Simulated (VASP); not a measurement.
# Mo (Im-3m) in VASP: single point with HSE06

Aim: the single point of Mo with HSE06.

All numbers are computed with VASP 6.6.1; they aren't measurements. Logs are shortened: lines on timing, memory, paths and dates and some standing lists are left out, and cuts for length are marked.

**1. The cell of the first run**

The structure is cubic, space group Im-3m (No. 229). Conventional cell: a = 3.202 Å, b = 3.202 Å, c = 3.202 Å, α = 90.00°, β = 90.00°, γ = 90.00°. Mo (site symmetry m-3m) has 14 Mo at 2.77 to 3.20 Å within 3.7 Å.

**2. Single point, HSE06**

POSCAR

```
Mo
1.0
   -1.6007918580      1.6007918580      1.6007918580
    1.6007918580     -1.6007918580      1.6007918580
    1.6007918580      1.6007918580     -1.6007918580
Mo
1
Direct
    0.0000000000      0.0000000000      0.0000000000
```

INCAR.step1

```
SYSTEM = Mo
  PREC = Accurate
  ENCUT = 520
  EDIFF = 1E-5
  ISMEAR = -1
  SIGMA = 0.1
  LREAL = .FALSE.
  LASPH = .TRUE.
  NELM = 60
  ALGO = Normal
  ISIF = 2
  LWAVE = .TRUE.
  LCHARG = .FALSE.
  GGA = PE
  NBANDS = 13
```

INCAR.step2

```
SYSTEM = Mo
  PREC = Accurate
  ENCUT = 520
  EDIFF = 1E-7
  ISMEAR = -1
  SIGMA = 0.1
  LREAL = .FALSE.
  LASPH = .TRUE.
  NELM = 60
  ALGO = Normal
  ISIF = 2
  LWAVE = .FALSE.
  LCHARG = .FALSE.
  GGA = PE
  LHFCALC = .TRUE.
  HFSCREEN = 0.2079
  PRECFOCK = Normal
  ISTART = 1
  NBANDS = 13
```

KPOINTS

```
regular mesh
0
G
  6 6 6
  0 0 0
```

Potentials or basis: VASP PAW PBE potentials, release 64 (Mo_sv).

Launch:

```
> cat potpaw_PBE.64/Mo_sv/POTCAR > POTCAR
> cp INCAR.step1 INCAR
> mpirun -np 1 vasp_std > vasp.out
> cp INCAR.step2 INCAR
> mpirun -np 1 vasp_std > vasp.out
```

OUTCAR:

```text
SYSTEM = Mo
   PREC = Accurate
   ENCUT = 520
   EDIFF = 1E-7
   ISMEAR = -1
   LREAL = .FALSE.
   LASPH = .TRUE.
   NELM = 60
   ISIF = 2
   GGA = PE
   LHFCALC = .TRUE.
   HFSCREEN = 0.2079
   PRECFOCK = Normal
   ISTART = 1

 ion  position               nearest neighbor table
   1  0.000  0.000  0.000-

  LATTYP: Found a body centered cubic cell.
 ALAT       =     3.2015837160

  Lattice vectors:

 A1 = (  -1.6007918580,   1.6007918580,   1.6007918580)
 A2 = (   1.6007918580,  -1.6007918580,   1.6007918580)
 A3 = (   1.6007918580,   1.6007918580,  -1.6007918580)

Analysis of symmetry for initial positions (statically):
=====================================================================
 Subroutine PRICEL returns:
 Original cell was already a primitive cell.

 Routine SETGRP: Setting up the symmetry group for a
 body centered cubic supercell.

 Subroutine GETGRP returns: Found 48 space group operations
 (whereof 48 operations were pure point group operations)
 out of a pool of 48 trial point group operations.

The static configuration has the point symmetry O_h .

Analysis of symmetry for dynamics (positions and initial velocities):
=====================================================================
 Subroutine PRICEL returns:
 Original cell was already a primitive cell.

 Routine SETGRP: Setting up the symmetry group for a
 body centered cubic supercell.

 Subroutine GETGRP returns: Found 48 space group operations
 (whereof 48 operations were pure point group operations)
 out of a pool of 48 trial point group operations.

The dynamic configuration has the point symmetry O_h .

 Subroutine INISYM returns: Found 48 space group operations
 (whereof 48 operations are pure point group operations),
 and found     1 'primitive' translations

----------------------------------------------------------------------------------------

                                     Primitive cell

  volume of cell :      16.4083

  direct lattice vectors                    reciprocal lattice vectors
    -1.600791858  1.600791858  1.600791858     0.000000000  0.312345417  0.312345417
     1.600791858 -1.600791858  1.600791858     0.312345417  0.000000000  0.312345417
     1.600791858  1.600791858 -1.600791858     0.312345417  0.312345417  0.000000000

  length of vectors
     2.772652830  2.772652830  2.772652830     0.441723124  0.441723124  0.441723124

  position of ions in fractional coordinates (direct lattice)
     0.000000000  0.000000000  0.000000000

  ion indices of the primitive-cell ions
   primitive index   ion index
                 1           1

----------------------------------------------------------------------------------------

 KPOINTS: regular mesh

Automatic generation of k-mesh.
 Grid dimensions read from file:
 generate k-points for:    6    6    6

 Generating k-lattice:

  Cartesian coordinates                     Fractional coordinates (reciprocal lattice)
     0.000000000  0.052057569  0.052057569     0.166666667  0.000000000  0.000000000
     0.052057569  0.000000000  0.052057569     0.000000000  0.166666667  0.000000000
     0.052057569  0.052057569  0.000000000     0.000000000  0.000000000  0.166666667

  Length of vectors
     0.073620521  0.073620521  0.073620521

  Shift w.r.t. Gamma in fractional coordinates (k-lattice)
     0.000000000  0.000000000  0.000000000

 Subroutine IBZKPT returns following result:
 ===========================================

 Found     16 irreducible k-points:

 Following reciprocal coordinates:
            Coordinates               Weight
  0.000000  0.000000  0.000000      1.000000
  0.166667  0.000000  0.000000     12.000000
  0.333333  0.000000  0.000000     12.000000
  0.500000  0.000000  0.000000      6.000000
  0.166667  0.166667  0.000000     24.000000
  0.333333  0.166667 -0.000000     48.000000
[... 8 lines left out ...]
  0.500000  0.500000  0.333333     12.000000
  0.500000  0.500000  0.500000      1.000000
   k-points           NKPTS =     16   k-points in BZ     NKDIM =    216   number of bands    NBANDS=     13
   number of dos      NEDOS =    301   number of ions     NIONS =      1
   total plane-waves  NPLWV =  13824
   dimension x,y,z NGX =    24 NGY =   24 NGZ =   24
   dimension x,y,z NGXF=    48 NGYF=   48 NGZF=   48
   ions per type =               1
   NGX,Y,Z   is equivalent  to a cutoff of  14.39, 14.39, 14.39 a.u.
   NGXF,Y,Z  is equivalent  to a cutoff of  28.78, 28.78, 28.78 a.u.
 SYSTEM =  Mo
   PREC   = accura    normal or accurate (medium, high low for compatibility)
   ISTART =      1    job   : 0-new  1-cont  2-samecut
   ICHARG =      0    charge: 1-file 2-atom 10-const
   ISPIN  =      1    spin polarized calculation?
   LNONCOLLINEAR =      F non collinear calculations
   LSORBIT =      F    spin-orbit coupling
   LASPH  =      T    aspherical Exc in radial PAW
   ENCUT  =  520.0 eV  38.22 Ry    6.18 a.u.   5.16  5.16  5.16*2*pi/ulx,y,z
   NELM   =     60;   NELMIN=  2; NELMDL=  0     # of ELM steps
   EDIFF  = 0.1E-06   stopping-criterion for ELM
   LREAL  =      F    real-space projection
   EDIFFG = 0.1E-05   stopping-criterion for IOM
   NSW    =      0    number of steps for IOM
   IBRION =     -1    ionic relax: 0-MD 1-quasi-New 2-CG
   NFREE  =      0    steps in history (QN), initial steepest desc. (CG)
   ISIF   =      2    stress and relaxation
   ISYM   =      3    0-nonsym 1-usesym 2-fastsym
   POTIM  = 0.5000    time-step for ionic-motion
   TEBEG  =    0.0;   TEEND  =   0.0 temperature during run
   PSTRESS=    0.0 pullay stress
   NELECT =      14.0000    total number of electrons
   NUPDOWN=      -1.0000    fix difference up-down
   EMIN   =  10.00;   EMAX   =-10.00  energy-range for DOS
   EFERMI =   0.00;   METHOD = LEGACY
   ISMEAR =    -1;   SIGMA  =   0.10  broadening in eV -4-tet -1-fermi 0-gaus
   EFERMI_NEDOS =   21; number of points for ismear=-14 and -15
   IALGO  =     38    algorithm
   IMIX   =      1    mixing-type and parameters
     AMIX     =   0.40;   BMIX     =  1.00
     AMIX_MAG =   1.60;   BMIX_MAG =  1.00
  volume/ion in A,a.u.               =      16.41       110.73
  Fermi-wavevector in a.u.,A,eV,Ry     =   1.552730  2.934234 32.803250  2.410971
  Thomas-Fermi vector in A             =   2.657063
   LORBIT       =      0    0 simple, 1 ext, 2 COOP (PROOUT), +10 PAW based schemes
   GGA     = PE    functional components
   LHFCALC =     T    Hartree Fock is set to
   PRECFOCK=normal    Normal, Fast or Accurate (Low or Medium for compatibility)
   ENCUT4O =  -1.0   cutoff for four orbital integrals eV
   NKREDX  =     1    reduce k-point grid by
   NKREDY  =     1    reduce k-point grid by
   NKREDZ  =     1    reduce k-point grid by
   AEXX    =    0.2500 exact exchange contribution
   HFSCREEN=    0.2079 screening length (either q_TF or 0.3 A-1)
   HFSCREENC=   0.2079 screening length for correlation (either q_TF or 0.3 A-1)
   ENCUTFOCK=  -1.0 apply spherical cutoff to Coloumb kernel
   IVDW    =     0    specifies the selected vdW correction
   LEPSILON=     F    determine dielectric tensor
   LRPA    =     F    only Hartree local field effects (RPA)
 non-spin polarized calculation
  energy-cutoff  :      520.00
  volume of cell :       16.41
 maximum number of plane-waves:       466
 NGX is ok and might be reduce to    24
  NGX = 16; NGY = 16; NGZ = 16

 number of electron      13.9999999 magnetization

 Free energy of the ion-electron system (eV)
  ---------------------------------------------------
  ext. energy  EPLUGINS =         0.00000000
  ---------------------------------------------------
  free energy    TOTEN  =       -12.91471059 eV

  energy without entropy =      -12.90995812  energy(sigma->0) =      -12.91233436

 E-fermi :  11.6870     XC(G=0): -10.7109

 val. band max:       11.3466485470   @ k =   0.1667   0.0000   0.0000
 cond. band min:      12.0678821445   @ k =  -0.3333   0.3333   0.1667
 fundamental gap:      0.7212335974
 Fermi energy:        11.6870134264

 k-point     1 :       0.0000    0.0000    0.0000
  band No.  band energies     occupation
      1     -53.7756      2.00000
      2     -25.6108      2.00000
      3     -25.6108      2.00000
      4     -25.6108      2.00000
      5       3.5119      2.00000
      6      10.0642      2.00000
      7      10.0643      2.00000
      8      10.0643      2.00000
      9      14.0348      0.00000
     10      14.0348      0.00000
     11      27.3517      0.00000
     12      27.3517      0.00000
     13      27.3517      0.00000

 k-point     2 :       0.1667    0.0000    0.0000
  band No.  band energies     occupation
      1     -53.7144      2.00000
      2     -25.9760      2.00000
      3     -25.7221      2.00000
      4     -25.6089      2.00000
      5       4.7011      2.00000
      6       9.4275      2.00000
      7       9.9224      2.00000
      8      11.3466      1.93564
      9      13.3508      0.00000
     10      14.0503      0.00000
     11      27.8669      0.00000
     12      28.9001      0.00000
     13      29.3234      0.00000

 k-point     3 :       0.3333    0.0000    0.0000
  band No.  band energies     occupation
      1     -53.5899      2.00000
      2     -26.6685      2.00000
      3     -25.9372      2.00000
      4     -25.6056      2.00000
      5       6.0798      2.00000
      6       8.3560      2.00000
      7      10.6787      1.99992
      8      13.6562      0.00000
      9      14.3256      0.00000
     10      14.5132      0.00000
     11      25.9301      0.00000
     12      26.5372      0.00000
     13      33.1149      0.00000
[... 177 lines left out ...]
 k-point    15 :       0.5000    0.5000    0.3333
  band No.  band energies     occupation
      1     -53.3956      2.00000
      2     -26.6558      2.00000
      3     -26.4191      2.00000
      4     -26.3175      2.00000
      5       6.6708      2.00000
      6       6.9590      2.00000
      7      12.8497      0.00002
      8      13.4051      0.00000
      9      16.2087      0.00000
     10      20.5507      0.00000
     11      22.2235      0.00000
     12      24.1994      0.00000
     13      31.4225      0.00000

 k-point    16 :       0.5000    0.5000    0.5000
  band No.  band energies     occupation
      1     -53.3515      2.00000
      2     -26.5392      2.00000
      3     -26.5392      2.00000
      4     -26.5392      2.00000
      5       5.9609      2.00000
      6       5.9609      2.00000
      7      16.0332      0.00000
      8      16.0332      0.00000
      9      16.0332      0.00000
     10      21.1061      0.00000
     11      21.1061      0.00000
     12      21.1061      0.00000
     13      31.6682      0.00000

------------------------ aborting loop because EDIFF is reached ----------------------------------------

  FORCE on cell =-STRESS in cart. coord.  units (eV):
  Direction    XX          YY          ZZ          XY          YZ          ZX
  --------------------------------------------------------------------------------------
  -------------------------------------------------------------------------------------
  Total       -1.6952441     -1.6952441     -1.6952441      0.0000000      0.0000000     -0.0000000
  in kB     -165.5305761   -165.5305761   -165.5305761      0.0000000      0.0000000     -0.0000000
  external PRESSURE =    -165.5305761 kB  Pullay stress =       0.0000000 kB

 VOLUME and BASIS-vectors are now :
 -----------------------------------------------------------------------------
  energy-cutoff  :      520.00
  volume of cell :       16.41
      direct lattice vectors                 reciprocal lattice vectors
    -1.600791858  1.600791858  1.600791858     0.000000000  0.312345417  0.312345417
     1.600791858 -1.600791858  1.600791858     0.312345417  0.000000000  0.312345417
     1.600791858  1.600791858 -1.600791858     0.312345417  0.312345417  0.000000000

 POSITION                                       TOTAL-FORCE (eV/Angst)
 -----------------------------------------------------------------------------------
      0.00000      0.00000      0.00000         0.000000      0.000000     -0.000000
 -----------------------------------------------------------------------------------
    total drift:                                0.000000     -0.000000     -0.000000

  FREE ENERGIE OF THE ION-ELECTRON SYSTEM (eV)
  ---------------------------------------------------
  free  energy   TOTEN  =       -12.9147105946 eV

  energy  without entropy=      -12.9099581205  energy(sigma->0) =      -12.91233436
```

Run time: 11 min. Hardware: 1 thread of AMD EPYC 9R14 (Zen 4), shared host; peak memory 0.21 GiB.

Results:

```
Free energy            : -12.9147 eV
Pressure               : -16.6 GPa
Band gap on the k mesh : zero (band 7 reaches 16.03 eV, above the bottom of band 8 at 10.06 eV)
```

Caveat: the k points lie up to 0.46 Å⁻¹ apart; the PAW data sets were made with another functional, which shifts forces and pressure a little.
